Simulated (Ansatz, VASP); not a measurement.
**Ta2Si in VASP and in Ansatz**

INCAR

```
PREC     = Accurate       # precision mode
ENCUT    = 520            # plane-wave cutoff, eV
EDIFF    = 1E-7           # SCF threshold, eV
ISMEAR   = 0              # smearing method
SIGMA    = 0.15           # smearing width, eV
LREAL    = False          # projectors in reciprocal space
LASPH    = True           # aspherical terms in the spheres
NELM     = 60             # most SCF steps
ALGO     = Fast           # electronic algorithm
ISIF     = 2              # what is computed and relaxed
LWAVE    = False          # write WAVECAR
LCHARG   = True           # write CHGCAR
GGA      = PS             # functional
LELF     = True           # ELF
LVHAR    = True         
NBANDS   = 35             # bands
```

The input KPOINTS:

```
regular mesh
0
Gamma
  12 12 12
```

POSCAR

```
Ta2Si
1.0
   -2.8229065819      2.8229065819      2.7214913103
    2.8229065819     -2.8229065819      2.7214913103
    2.8229065819      2.8229065819     -2.7214913103
Ta Si
4 2
Direct
    0.6630661939      0.8369338061      0.5000000000
    0.8369338061      0.3369338061      0.1738676123
    0.3369338061      0.1630661939      0.5000000000
    0.1630661939      0.6630661939      0.8261323878
    0.2500000000      0.2500000000      0.0000000000
    0.7500000000      0.7500000000      0.0000000000
```

Input for Ansatz:

```yaml
crystal:
  lattice:
    - [-2.8229065819, 2.8229065819, 2.7214913103]
    - [2.8229065819, -2.8229065819, 2.7214913103]
    - [2.8229065819, 2.8229065819, -2.7214913103]
  atoms:
    - { symbol: Ta, position: [0.6630661939, 0.8369338061, 0.5] }
    - { symbol: Ta, position: [0.8369338061, 0.3369338061, 0.1738676123] }
    - { symbol: Ta, position: [0.3369338061, 0.1630661939, 0.5] }
    - { symbol: Ta, position: [0.1630661939, 0.6630661939, 0.8261323878] }
    - { symbol: Si, position: [0.25, 0.25, 0.0] }
    - { symbol: Si, position: [0.75, 0.75, 0.0] }
basis:
  ecutwfc: 420
kpoints:
  mp_grid: { grid: [12, 12, 12] }
hamiltonian:
  xc: pbesol
scf:
  occupations: { method: gaussian, width: 0.15 }
output:
  forces: true
  stress: true
  eigenvalues: true
```

Change from the starting cell: strain -0.080 along x and y, +0.080 along z, atoms carried along.

Alike in both runs: task single point; functional PBEsol; k mesh 12 × 12 × 12; occupations gaussian, width 0.15 eV; no spin polarisation.

|  | VASP | Ansatz |
| --- | --- | --- |
| version | VASP 6.6.1 | Ansatz 0.2.0 |
| potentials or method | VASP PAW PBE potentials, release 64 (Ta_pv, Si), cutoff 520 eV | scalar-relativistic, plane waves, PAW |
| valence electrons in the cell | 52 | 60 |

```tsv
	VASP	Ansatz	Ansatz less VASP
gap on the k mesh at the Fermi level (eV)	none	none	-
pressure (GPa)	29.4	28.9	-0.58
traceless stress, the component that is largest in VASP (GPa)	-25.16	-25.08	+0.075
rms of the force components (eV/Å)	0.040	0.040	+0.0006
```

VASP's potentials were made for PBE, not for PBEsol. Atom by atom the forces differ by 0.001 eV/Å (rms over components). A gap of «none» marks a metal or a gap that the smearing closes. Both programs put the cell under a high pressure, so it lies far from rest at this level. With one functional, cell and mesh, what is left measures potentials, basis and numerics. VASP's potentials hold 52 valence electrons a cell and Ansatz's 60, so a difference there can come from the potentials and not from the codes.

Neither program's run includes spin-orbit coupling.
